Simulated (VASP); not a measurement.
Input of a VASP 6.6.1 run:

The input INCAR:

```
PREC = Accurate
ENCUT = 520
EDIFF = 1E-6
ISMEAR = 0
SIGMA = 0.01
LREAL = Auto
LASPH = True
NELM = 150
ALGO = Normal
ISIF = 2
LWAVE = False
LCHARG = False
ISPIN = 2
MAGMOM = 0.06 0 0 0.06 0 0 0.01 0 0 0 0 0.06 0.01 0 0.01 0.06 0 0 0 0 0 0 0 0 0 0 0.01 0 0 0.01 0.01
LORBIT = 11
NUPDOWN = 1.0
GGA = PE
NBANDS = 90
NELECT = 129.0
```

Contents of KPOINTS:

```
Automatic mesh
0
Gamma
  1 1 1
  0.25 0.25 0.25
```

The input POSCAR:

```
CaB15N15
1.0
   -3.6241103800      3.6241103800     -3.6241103800
    3.6241103800      3.6241103800      3.6241103800
    3.6241103800     -3.6241103800     -3.6241103800
B Ca N
15 1 15
Direct
   -0.0047949088     -0.0057292447     -0.0509165550
    0.0127512774      0.2584329084      0.7603068284
    0.0127318141      0.5087056616      0.5100215711
   -0.0048157261      0.6974825305      0.2458371976
    0.2593733607      0.0117912307      0.7603135255
    0.2593767931      0.5087360185      0.2634035039
    0.2472238688      0.7496348881      0.0012343865
    0.5096279064      0.0117921322      0.5100105178
    0.5096409449      0.2584343438      0.2633945676
    0.5006847927      0.4997486600      0.0066914814
    0.5006840159      0.7550768655      0.7513445840
    0.6985004764     -0.0057162734      0.2458778982
    0.7505727050      0.2462583441      0.0012182961
    0.7560492962      0.4997584217      0.7513569550
    0.7505668707      0.7496404528      0.4978835136
    0.1511923837      0.1502401747      0.4018429946
    0.0008207898      0.2491756905      0.0088604047
    0.0100980846      0.5062526144      0.7578443002
    0.0008049750      0.7572585219      0.5007625905
    0.2501179769     -0.0001256696      0.0088699794
    0.2574695950      0.2565054908      0.7893959221
    0.2574533168      0.5377879830      0.5081084872
    0.2501191565      0.7572786350      0.2514714208
    0.5071584463      0.0091191709      0.7578254908
    0.5387334705      0.2565096603      0.5081231698
    0.5071729042      0.5062470519      0.2607442289
    0.4994403326      0.7502498251      0.0018582412
    0.7582475073     -0.0000969353      0.5008048248
    0.7582185248      0.2491781333      0.2514869315
    0.7511599334      0.4984578675      0.0018136252
    0.7511769793      0.7502330958      0.7500763689
```

Potentials or basis: VASP PAW PBE potentials, release 64 (B, Ca_sv, N).

Launch:

```sh
$ cat potpaw_PBE.64/B/POTCAR potpaw_PBE.64/Ca_sv/POTCAR potpaw_PBE.64/N/POTCAR > POTCAR
$ mpirun -np 1 vasp_std > vasp.out
```

Predict the largest force.

0.105 eV/Å.

Forces in eV/Å, atoms in the order of the input:
```
B    0.004 -0.001 -0.006
B    0.009 -0.022  0.015
B    0.010 -0.015  0.021
B    0.006  0.004 -0.001
B   -0.016 -0.022 -0.007
B   -0.018  0.007  0.022
B    0.003  0.009 -0.008
B   -0.022 -0.015 -0.013
B   -0.022  0.009  0.014
B   -0.001  0.023 -0.001
B    0.001  0.001 -0.022
B    0.001  0.000 -0.002
B    0.010  0.007 -0.001
B    0.021 -0.002  0.002
B    0.005  0.005 -0.009
Ca  -0.061 -0.060  0.060
N    0.013  0.017  0.008
N   -0.006 -0.007  0.005
N    0.012 -0.007 -0.018
N   -0.006  0.017 -0.012
N    0.040 -0.012 -0.036
N    0.039  0.038  0.012
N   -0.008  0.010 -0.017
N   -0.005 -0.003  0.003
N   -0.012  0.042 -0.036
N   -0.006 -0.004  0.004
N   -0.020 -0.004  0.005
N    0.016 -0.010 -0.008
N    0.016  0.013  0.010
N   -0.002 -0.002  0.015
N   -0.002 -0.017  0.002
```

Caveat: the k points lie up to 1.23 Å⁻¹ apart; the cell carries a net charge on a neutralising background, which shifts energy and pressure; the total moment is fixed, so each spin has its own Fermi level.
